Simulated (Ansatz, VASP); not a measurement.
# Two plane-wave programs on RbZnBr3

```
Rb Zn Br
1.0
     5.09116    0.00000    0.00000
     0.00000    5.09116    0.00000
     0.00000    0.00000    5.09116
Rb Zn Br
1 1 3
Cartesian
  0.0000 0.0000 0.0000
  2.5456 2.5456 2.5456
  2.5456 2.5456 0.0000
  2.5456 0.0000 2.5456
  0.0000 2.5456 2.5456
```

Change from the starting cell: hydrostatic strain -3.0%.

Alike in both runs: task single point; functional r2SCAN; k mesh 6 × 6 × 6; no spin polarisation.

|  | VASP | Ansatz |
| --- | --- | --- |
| version | VASP 6.6.1 | Ansatz 0.2.0 |
| potentials or method | VASP PAW PBE potentials, release 64 (Rb_sv, Zn, Br) | plane waves, PAW |
| plane-wave cutoff (eV) | 520 | 500 |
| occupations | gaussian, width 0.01 eV | fixed |
| valence electrons in the cell | 42 | 42 |

|  | VASP | Ansatz | Ansatz less VASP |
| --- | --- | --- | --- |
| gap on the k mesh at the Fermi level (eV) | 0.97 | 0.98 | +0.005 |
| pressure (GPa) | 3.9 | 3.9 | -0.04 |

VASP's potentials were made for PBE, not for r2SCAN.
